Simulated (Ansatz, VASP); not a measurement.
## Al in VASP and in Ansatz

File POSCAR:

```
Al
1.0
    2.8676155389      0.0000000000      0.0000000000
   -1.4338077694      2.4834279049      0.0000000000
    0.0000000000      0.0000000000      4.9623026648
Al
2
Direct
    0.3333333333      0.6666666667      0.2500000000
    0.6666666667      0.3333333333      0.7500000000
```

INCAR.step1

```
SYSTEM = Al
ALGO     = Normal         ! electronic algorithm
EDIFF    = 1E-5           ! SCF threshold, eV
ENCUT    = 520            ! plane-wave cutoff, eV
GGA      = PE             ! functional
ISIF     = 2              ! what is computed and relaxed
ISMEAR   = -1             ! smearing method
LASPH    = .True.         ! aspherical terms in the spheres
LCHARG   = .False.        ! write CHGCAR
LREAL    = .False.        ! projectors in reciprocal space
LWAVE    = .True.         ! write WAVECAR
NBANDS   = 10             ! bands
NELM     = 80             ! most SCF steps
PREC     = Accurate       ! precision mode
SIGMA    = 0.05           ! smearing width, eV
```

The input INCAR.step2:

```
SYSTEM = Al
AEXX     = 0.25           ! exact-exchange fraction
ALGO     = Normal         ! electronic algorithm
EDIFF    = 1E-6           ! SCF threshold, eV
ENCUT    = 520            ! plane-wave cutoff, eV
GGA      = PE             ! functional
ISIF     = 2              ! what is computed and relaxed
ISMEAR   = -1             ! smearing method
ISTART   = 1            
LASPH    = .True.         ! aspherical terms in the spheres
LCHARG   = .False.        ! write CHGCAR
LHFCALC  = .True.         ! exact exchange
LREAL    = .False.        ! projectors in reciprocal space
LWAVE    = .False.        ! write WAVECAR
NBANDS   = 10             ! bands
NELM     = 80             ! most SCF steps
PREC     = Accurate       ! precision mode
PRECFOCK = Normal       
SIGMA    = 0.05           ! smearing width, eV
```

File KPOINTS:

```
k-points
0
Gamma
  6 6 4
  0 0 0
```

input.yaml

```yaml
crystal:
  lattice:
    - [2.8676155389, 0.0, 0.0]
    - [-1.4338077694, 2.4834279049, 0.0]
    - [0.0, 0.0, 4.9623026648]
  atoms:
    - { symbol: Al, position: [0.3333333333, 0.6666666667, 0.25] }
    - { symbol: Al, position: [0.6666666667, 0.3333333333, 0.75] }
hamiltonian:
  xc: pbe0
  pseudopotentials: { kind: paw }
kpoints:
  mp_grid: { grid: [6, 6, 4] }
scf:
  occupations: { method: fermi_dirac, width: 0.05 }
output:
  forces: true
  stress: true
  eigenvalues: true
```

Alike in both runs: task single point; functional PBE0; k mesh 6 × 6 × 4; occupations fermi-dirac, width 0.05 eV; no spin polarisation.

```csv
,VASP,Ansatz
version,VASP 6.6.1,Ansatz 0.2.0
potentials or method,"VASP PAW PBE potentials, release 64 (Al)",Ansatz PAW
plane-wave cutoff (eV),520,420
valence electrons in the cell,6,6
```

VASP gave:

| Property | Result |
| --- | --- |
| gap on the k mesh at the Fermi level (eV) | none |
| pressure (GPa) | -4.2 |
| traceless stress, the component that is largest in VASP (GPa) | -1.51 |

Q: Which values does Ansatz return?

A: gap on the k mesh at the Fermi level (eV): none; pressure (GPa): -4.2; traceless stress, the component that is largest in VASP (GPa): -1.46.

A gap of «none» marks a metal or a gap that the smearing closes. The functional is the same, so the differences come from potentials, cutoffs and numerics.

The k mesh is coarse, so the values compare programs but aren't converged.
